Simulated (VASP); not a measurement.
# TiO2 (R-3m) in VASP: single point with PBEsol

Aim: the single point of TiO2 with PBEsol.

Program: VASP 6.6.1. These are calculated values, not measurements. Logs are shortened: lines on timing, memory, paths and dates and some standing lists are left out, and cuts for length are marked.

**1. The cell of the first run**

The structure is trigonal, space group R-3m (No. 166). Conventional cell: a = 2.995 Å, b = 2.995 Å, c = 20.945 Å, α = 90.00°, β = 90.00°, γ = 120.00°. Ti (site symmetry -3m) has 6 O at 1.98 Å within 2.6 Å. O (site symmetry 3m) has 3 Ti at 1.98 Å and 3 O at 2.60 Å within 2.6 Å.

**2. Single point, PBEsol**

Input file INCAR:

```
PREC = Accurate
ENCUT = 520
EDIFF = 1E-6
ISMEAR = 0
SIGMA = 0.01
LREAL = F
LASPH = T
NELM = 60
ALGO = Normal
ISIF = 2
LWAVE = F
LCHARG = F
GGA = PS
NBANDS = 19
```

Input file KPOINTS:

```
regular mesh
0
Gamma
  8 8 8
```

Input file POSCAR:

```
TiO2
1.0
    1.4973300000      0.8644800000      6.9815400000
   -1.4973300000      0.8644800000      6.9815400000
    0.0000000000     -1.7289700000      6.9815400000
Ti O
1 2
Direct
    0.0000000000      0.0000000000      0.0000000000
    0.6204700000      0.6204700000      0.6204700000
    0.3795300000      0.3795300000      0.3795300000
```

Potentials or basis: VASP PAW PBE potentials, release 64 (Ti_sv, O).

Launch:

```bash
cat potpaw_PBE.64/Ti_sv/POTCAR potpaw_PBE.64/O/POTCAR > POTCAR
mpirun -np 1 vasp_std > vasp.out
```

OUTCAR:

```text
PREC = Accurate
   ENCUT = 520
   EDIFF = 1E-6
   ISMEAR = 0
   LREAL = F
   LASPH = T
   NELM = 60
   ISIF = 2
   GGA = PS

 ion  position               nearest neighbor table
   1  0.000  0.000  0.000-   2 1.98   3 1.98   2 1.98   2 1.98   3 1.98   3 1.98
   2  0.620  0.620  0.620-   1 1.98   1 1.98   1 1.98
   3  0.380  0.380  0.380-   1 1.98   1 1.98   1 1.98

  LATTYP: Found a trigonal (rhomboedric) cell.
 ALAT       =     7.1924421145
 COS(alpha) =     0.9133213184

  Lattice vectors:

 A1 = (   1.4973300000,   0.8644800000,   6.9815400000)
 A2 = (  -1.4973300000,   0.8644800000,   6.9815400000)
 A3 = (   0.0000000000,  -1.7289700000,   6.9815400000)

Analysis of symmetry for initial positions (statically):
=====================================================================
 Subroutine PRICEL returns:
 Original cell was already a primitive cell.

 Routine SETGRP: Setting up the symmetry group for a
 trigonal (rhombohedral) supercell.

 Subroutine GETGRP returns: Found 12 space group operations
 (whereof 12 operations were pure point group operations)
 out of a pool of 12 trial point group operations.

The static configuration has the point symmetry D_3d.

Analysis of symmetry for dynamics (positions and initial velocities):
=====================================================================
 Subroutine PRICEL returns:
 Original cell was already a primitive cell.

 Routine SETGRP: Setting up the symmetry group for a
 trigonal (rhombohedral) supercell.

 Subroutine GETGRP returns: Found 12 space group operations
 (whereof 12 operations were pure point group operations)
 out of a pool of 12 trial point group operations.

The dynamic configuration has the point symmetry D_3d.

 Subroutine INISYM returns: Found 12 space group operations
 (whereof 12 operations are pure point group operations),
 and found     1 'primitive' translations

----------------------------------------------------------------------------------------

                                     Primitive cell

  volume of cell :      54.2221

  direct lattice vectors                    reciprocal lattice vectors
     1.497330000  0.864480000  6.981540000     0.333927725  0.192793383  0.047745050
    -1.497330000  0.864480000  6.981540000    -0.333927725  0.192793383  0.047745050
     0.000000000 -1.728970000  6.981540000     0.000000000 -0.385586767  0.047744774

  length of vectors
     7.192442115  7.192442115  7.192443120     0.388531342  0.388531342  0.388531489

  position of ions in fractional coordinates (direct lattice)
     0.000000000  0.000000000  0.000000000
     0.620470000  0.620470000  0.620470000
     0.379530000  0.379530000  0.379530000

  ion indices of the primitive-cell ions
   primitive index   ion index
                 1           1
                 2           2
                 3           3

----------------------------------------------------------------------------------------

 KPOINTS: regular mesh

Automatic generation of k-mesh.
 Grid dimensions read from file:
 generate k-points for:    8    8    8

 Generating k-lattice:

  Cartesian coordinates                     Fractional coordinates (reciprocal lattice)
     0.041740966  0.024099173  0.005968131     0.125000000  0.000000000  0.000000000
    -0.041740966  0.024099173  0.005968131     0.000000000  0.125000000  0.000000000
     0.000000000 -0.048198346  0.005968097    -0.000000000 -0.000000000  0.125000000

  Length of vectors
     0.048566418  0.048566418  0.048566436

  Shift w.r.t. Gamma in fractional coordinates (k-lattice)
     0.000000000  0.000000000  0.000000000

 Subroutine IBZKPT returns following result:
 ===========================================

 Found     65 irreducible k-points:

 Following reciprocal coordinates:
            Coordinates               Weight
  0.000000  0.000000  0.000000      1.000000
  0.125000  0.000000 -0.000000      6.000000
  0.250000  0.000000 -0.000000      6.000000
  0.375000  0.000000 -0.000000      6.000000
  0.500000  0.000000 -0.000000      3.000000
  0.125000  0.125000 -0.000000      6.000000
[... 16 lines left out ...]
  0.250000  0.125000  0.125000      6.000000
  0.375000  0.125000  0.125000      6.000000
 [... further k-points ...]
   k-points           NKPTS =     65   k-points in BZ     NKDIM =     65   number of bands    NBANDS=     19
   number of dos      NEDOS =    301   number of ions     NIONS =      3
   total plane-waves  NPLWV = 157464
   dimension x,y,z NGX =    54 NGY =   54 NGZ =   54
   dimension x,y,z NGXF=   108 NGYF=  108 NGZF=  108
   ions per type =               1   2
   NGX,Y,Z   is equivalent  to a cutoff of  12.48, 12.48, 12.48 a.u.
   NGXF,Y,Z  is equivalent  to a cutoff of  24.96, 24.96, 24.96 a.u.
 SYSTEM =  unknown system
   PREC   = accura    normal or accurate (medium, high low for compatibility)
   ISTART =      0    job   : 0-new  1-cont  2-samecut
   ICHARG =      2    charge: 1-file 2-atom 10-const
   ISPIN  =      1    spin polarized calculation?
   LNONCOLLINEAR =      F non collinear calculations
   LSORBIT =      F    spin-orbit coupling
   LASPH  =      T    aspherical Exc in radial PAW
   ENCUT  =  520.0 eV  38.22 Ry    6.18 a.u.  13.37 13.37 13.37*2*pi/ulx,y,z
   NELM   =     60;   NELMIN=  2; NELMDL= -5     # of ELM steps
   EDIFF  = 0.1E-05   stopping-criterion for ELM
   LREAL  =      F    real-space projection
   EDIFFG = 0.1E-04   stopping-criterion for IOM
   NSW    =      0    number of steps for IOM
   IBRION =     -1    ionic relax: 0-MD 1-quasi-New 2-CG
   NFREE  =      0    steps in history (QN), initial steepest desc. (CG)
   ISIF   =      2    stress and relaxation
   ISYM   =      2    0-nonsym 1-usesym 2-fastsym
   POTIM  = 0.5000    time-step for ionic-motion
   TEBEG  =    0.0;   TEEND  =   0.0 temperature during run
   PSTRESS=    0.0 pullay stress
   NELECT =      24.0000    total number of electrons
   NUPDOWN=      -1.0000    fix difference up-down
   EMIN   =  10.00;   EMAX   =-10.00  energy-range for DOS
   EFERMI =   0.00;   METHOD = LEGACY
   ISMEAR =     0;   SIGMA  =   0.01  broadening in eV -4-tet -1-fermi 0-gaus
   EFERMI_NEDOS =   21; number of points for ismear=-14 and -15
   IALGO  =     38    algorithm
   IMIX   =      4    mixing-type and parameters
     AMIX     =   0.40;   BMIX     =  1.00
     AMIX_MAG =   1.60;   BMIX_MAG =  1.00
  volume/ion in A,a.u.               =      18.07       121.97
  Fermi-wavevector in a.u.,A,eV,Ry     =   1.247632  2.357682 21.178619  1.556585
  Thomas-Fermi vector in A             =   2.381755
   LORBIT       =      0    0 simple, 1 ext, 2 COOP (PROOUT), +10 PAW based schemes
   GGA     = PS    functional components
   LHFCALC =     F    Hartree Fock is set to
   AEXX    =    0.0000 exact exchange contribution
   IVDW    =     0    specifies the selected vdW correction
   LEPSILON=     F    determine dielectric tensor
   LRPA    =     F    only Hartree local field effects (RPA)
 non-spin polarized calculation
 Gauss-broadening in eV      SIGMA  =   0.01
  energy-cutoff  :      520.00
  volume of cell :       54.22
 maximum number of plane-waves:      1507
 NGX is ok and might be reduce to    54
   NGX = 27   NGY = 27   NGZ = 27

 number of electron      24.0000006 magnetization

 Free energy of the ion-electron system (eV)
  ---------------------------------------------------
  ext. energy  EPLUGINS =         0.00000000
  ---------------------------------------------------
  free energy    TOTEN  =       -27.63120264 eV

  energy without entropy =      -27.63120264  energy(sigma->0) =      -27.63120264

 E-fermi :  -1.0125     XC(G=0):  -7.7380

 val. band max:       -1.1974509089   @ k =  -0.1250   0.1250   0.0000
 cond. band min:       1.4606028915   @ k =   0.0000   0.0000   0.0000
 fundamental gap:      2.6580538003
 Fermi energy:        -1.0124516461

 k-point     1 :       0.0000    0.0000    0.0000
  band No.  band energies     occupation
      1     -57.3062      2.00000
      2     -33.6781      2.00000
      3     -33.3970      2.00000
      4     -33.3970      2.00000
      5     -18.5075      2.00000
      6     -16.7244      2.00000
[... 11 lines left out ...]
     18       5.9251      0.00000
     19       9.0723      0.00000

 k-point     2 :       0.1250    0.0000   -0.0000
  band No.  band energies     occupation
      1     -57.2959      2.00000
      2     -33.6597      2.00000
      3     -33.4853      2.00000
      4     -33.4136      2.00000
      5     -18.3088      2.00000
      6     -16.8250      2.00000
[... 11 lines left out ...]
     18       6.3987      0.00000
     19       9.6094      0.00000

 k-point     3 :       0.2500    0.0000   -0.0000
  band No.  band energies     occupation
      1     -57.2708      2.00000
      2     -33.6962      2.00000
      3     -33.6113      2.00000
      4     -33.4534      2.00000
      5     -17.8455      2.00000
      6     -17.0352      2.00000
[... 11 lines left out ...]
     18       7.5517      0.00000
     19      10.6016      0.00000

 k-point     4 :       0.3750    0.0000   -0.0000
  band No.  band energies     occupation
      1     -57.2456      2.00000
      2     -33.8955      2.00000
      3     -33.5666      2.00000
      4     -33.4929      2.00000
      5     -17.5777      2.00000
      6     -17.0197      2.00000
[... 11 lines left out ...]
     18       9.0836      0.00000
     19      11.6931      0.00000

 k-point     5 :       0.5000    0.0000   -0.0000
  band No.  band energies     occupation
      1     -57.2351      2.00000
      2     -33.9765      2.00000
      3     -33.5474      2.00000
      4     -33.5091      2.00000
      5     -17.6028      2.00000
      6     -16.8657      2.00000
[... 11 lines left out ...]
     18      10.6075      0.00000
     19      11.2008      0.00000

 k-point     6 :       0.1250    0.1250   -0.0000
  band No.  band energies     occupation
      1     -57.2959      2.00000
      2     -33.6597      2.00000
      3     -33.4853      2.00000
      4     -33.4136      2.00000
      5     -18.3088      2.00000
      6     -16.8250      2.00000
[... 11 lines left out ...]
     18       6.4606      0.00000
     19       9.4453      0.00000

 k-point     7 :       0.2500    0.1250   -0.0000
  band No.  band energies     occupation
      1     -57.2782      2.00000
      2     -33.6285      2.00000
      3     -33.6229      2.00000
      4     -33.4514      2.00000
      5     -17.9703      2.00000
      6     -16.9874      2.00000
[... 11 lines left out ...]
     18       7.3168      0.00000
     19      10.0825      0.00000

 k-point     8 :       0.3750    0.1250   -0.0000
  band No.  band energies     occupation
      1     -57.2530      2.00000
      2     -33.8047      2.00000
      3     -33.5843      2.00000
      4     -33.5117      2.00000
      5     -17.5377      2.00000
      6     -17.1476      2.00000
[... 256 lines left out ...]
 k-point    20 :      -0.3750    0.3750    0.0000
  band No.  band energies     occupation
      1     -57.2277      2.00000
      2     -33.8629      2.00000
      3     -33.6990      2.00000
      4     -33.5361      2.00000
      5     -17.3048      2.00000
      6     -17.0796      2.00000
[... 11 lines left out ...]
     18      11.6549      0.00000
     19      12.6022      0.00000

 k-point    21 :       0.5000    0.5000   -0.0000
  band No.  band energies     occupation
      1     -57.2351      2.00000
      2     -33.9765      2.00000
      3     -33.5474      2.00000
      4     -33.5091      2.00000
      5     -17.6032      2.00000
      6     -16.8653      2.00000
[... 11 lines left out ...]
     18      10.8119      0.00000
     19      11.3253      0.00000

 k-point    22 :       0.1250    0.1250    0.1250
  band No.  band energies     occupation
      1     -57.3062      2.00000
      2     -33.6781      2.00000
      3     -33.3970      2.00000
      4     -33.3970      2.00000
      5     -18.5074      2.00000
      6     -16.7245      2.00000
[... 11 lines left out ...]
     18       5.9976      0.00000
     19       8.8146      0.00000

 k-point    23 :       0.2500    0.1250    0.1250
  band No.  band energies     occupation
      1     -57.2959      2.00000
      2     -33.6597      2.00000
      3     -33.4853      2.00000
      4     -33.4136      2.00000
      5     -18.3087      2.00000
      6     -16.8251      2.00000
[... 11 lines left out ...]
     18       6.4936      0.00000
     19       9.2248      0.00000

 k-point    24 :       0.3750    0.1250    0.1250
  band No.  band energies     occupation
      1     -57.2708      2.00000
      2     -33.6962      2.00000
      3     -33.6113      2.00000
      4     -33.4534      2.00000
      5     -17.8454      2.00000
      6     -17.0354      2.00000
[... 11 lines left out ...]
     18       7.6009      0.00000
     19      10.2994      0.00000

 [... further k-points ...]
[... 5 lines left out ...]
  --------------------------------------------------------------------------------------
  -------------------------------------------------------------------------------------
  Total       -1.5651002     -1.5650982     -0.7914144      0.0000000      0.0000004      0.0000000
  in kB      -46.2462045    -46.2461461    -23.3850271      0.0000000      0.0000112      0.0000000
  external PRESSURE =     -38.6257926 kB  Pullay stress =       0.0000000 kB

 VOLUME and BASIS-vectors are now :
 -----------------------------------------------------------------------------
  energy-cutoff  :      520.00
  volume of cell :       54.22
      direct lattice vectors                 reciprocal lattice vectors
     1.497330000  0.864480000  6.981540000     0.333927725  0.192793383  0.047745050
    -1.497330000  0.864480000  6.981540000    -0.333927725  0.192793383  0.047745050
     0.000000000 -1.728970000  6.981540000     0.000000000 -0.385586767  0.047744774

 POSITION                                       TOTAL-FORCE (eV/Angst)
 -----------------------------------------------------------------------------------
      0.00000      0.00000      0.00000         0.000000     -0.000000     -0.000000
      0.00000     -0.00001     12.99551         0.000000     -0.000000      0.383849
      0.00000     -0.00000      7.94911         0.000000      0.000000     -0.383849
 -----------------------------------------------------------------------------------
    total drift:                                0.000000      0.000000      0.000000

  FREE ENERGIE OF THE ION-ELECTRON SYSTEM (eV)
  ---------------------------------------------------
  free  energy   TOTEN  =       -27.6312026363 eV

  energy  without entropy=      -27.6312026363  energy(sigma->0) =      -27.63120264
```

It took 11 min on 1 thread of Intel Xeon 8259CL, shared host; peak memory 0.42 GiB.

Results:

- Free energy: -27.6312 eV
- Pressure: -3.9 GPa
- Largest force: 0.384 eV/Å
- Band gap on the k mesh: 2.66 eV (least direct gap 2.83 eV)

Forces on the atoms (eV/Å):
```
Ti   0.000  0.000  0.000
O    0.000  0.000  0.384
O    0.000  0.000 -0.384
```

Stress tensor (GPa, compression positive):
```
-4.62  0.00  0.00
 0.00 -4.62  0.00
 0.00  0.00 -2.34
```

Levels at points of the mesh, in eV from the valence-band top:
```
           k point  band 10  band 11  band 12  band 13  band 14  band 15
(0.00, 0.00, 0.00)    -0.60    -0.17    -0.17     2.66     2.66     4.37
(0.50, 0.00, 0.00)    -1.67    -1.20    -0.64     2.91     3.70     3.77
(0.50, 0.50, 0.00)    -1.68    -1.20    -0.63     2.91     3.70     3.77
(0.50, 0.50, 0.50)    -0.66    -0.17    -0.17     2.66     2.66     4.38
```

Caveat: the cell stands under tension; the PAW data sets were made with another functional, which shifts forces and pressure a little. A k mesh can miss the band edges.
